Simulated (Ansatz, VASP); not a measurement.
**Two plane-wave programs on V4O**

```
CELL_PARAMETERS angstrom
2.99718 0.00000 0.00000
0.00000 2.99718 0.00000
0.00000 0.00000 21.33338
ATOMIC_POSITIONS crystal
V 0.50000 0.50000 0.18750
V 0.00000 0.00000 0.25775
V 0.50000 0.50000 0.32672
V 0.00000 0.00000 0.39063
O 0.00000 0.00000 0.57578
```

Alike in both runs: task single point; functional PBE; k mesh 9 × 9 × 1; occupations gaussian, width 0.1 eV; no spin polarisation.

|  | VASP | Ansatz |
| --- | --- | --- |
| version | VASP 6.6.1 | Ansatz 0.2.0 |
| potentials or method | VASP PAW PBE potentials, release 64 (V_sv, O), cutoff 520 eV | scalar-relativistic, plane waves, PAW |
| valence electrons in the cell | 58 | 58 |

Ansatz gave:

- gap on the k mesh at the Fermi level (eV): none
- rms of the force components (eV/Å): 0.273

Task: Which values does VASP return?

Result: gap on the k mesh at the Fermi level (eV): none; rms of the force components (eV/Å): 0.274.

Atom by atom the forces differ by 0.008 eV/Å (rms over components). A gap of «none» marks a metal or a gap that the smearing closes. The functional is the same, so the differences come from potentials, cutoffs and numerics. Ansatz's warnings: vacuum density over bound.
